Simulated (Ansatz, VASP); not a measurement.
Pt in VASP and in Ansatz

File INCAR:

```
SYSTEM = Pt
ALGO     = Fast           ! electronic algorithm
EDIFF    = 1E-6           ! SCF threshold, eV
ENCUT    = 520            ! plane-wave cutoff, eV
GGA      = CA             ! functional
ISIF     = 2              ! what is computed and relaxed
ISMEAR   = 0              ! smearing method
LASPH    = .True.         ! aspherical terms in the spheres
LCHARG   = .True.         ! write CHGCAR
LELF     = .True.         ! ELF
LREAL    = .False.        ! projectors in reciprocal space
LVHAR    = .True.       
LWAVE    = .False.        ! write WAVECAR
NBANDS   = 11             ! bands
NELM     = 80             ! most SCF steps
PREC     = Accurate       ! precision mode
SIGMA    = 0.15           ! smearing width, eV
```

File KPOINTS:

```
k-points
0
Gamma
  20 20 20
  0 0 0
```

POSCAR

```
Pt
1.0
    0.0000000000      1.9468328700      1.8105545691
    2.1609844857      0.0000000000      1.8105545691
    2.1609844857      1.9468328700      0.0000000000
Pt
1
Direct
    0.0000000000      0.0000000000      0.0000000000
```

Input for Ansatz:

```yaml
crystal:
  lattice:
    - [0.0, 1.94683287, 1.8105545691]
    - [2.1609844857, 0.0, 1.8105545691]
    - [2.1609844857, 1.94683287, 0.0]
  atoms:
    - { symbol: Pt, position: [0.0, 0.0, 0.0] }
basis:
  ecutwfc: 420
kpoints:
  mp_grid: { grid: [20, 20, 20] }
hamiltonian:
  xc: lda
scf:
  occupations: { method: gaussian, width: 0.15 }
output:
  forces: true
  stress: true
  eigenvalues: true
  write_density: true
  write_potential: true
  elf: true
  volumetric_format: npy
```

Change from the starting cell: normal strain along x +0.1100, normal strain along z -0.0700.

Alike in both runs: task single point; functional LDA; k mesh 20 × 20 × 20; occupations gaussian, width 0.15 eV; no spin polarisation.

|  | VASP | Ansatz |
| --- | --- | --- |
| version | VASP 6.6.1 | Ansatz 0.2.0 |
| potentials or method | VASP PAW LDA potentials, release 64 (Pt), cutoff 520 eV | scalar-relativistic, plane waves, PAW |
| valence electrons in the cell | 10 | 18 |

```tsv
	VASP	Ansatz	Ansatz less VASP
gap on the k mesh at the Fermi level (eV)	none	none	-
pressure (GPa)	-5.4	-6.1	-0.68
traceless stress, the component that is largest in VASP (GPa)	-11.76	-11.73	+0.023
```

LDA's correlation is that of Perdew and Zunger in VASP and of Perdew and Wang (1992) in Ansatz. A gap of «none» marks a metal or a gap that the smearing closes. VASP's potentials hold 10 valence electrons a cell and Ansatz's 18, so a difference there can come from the potentials and not from the codes.

Neither program's run includes spin-orbit coupling.
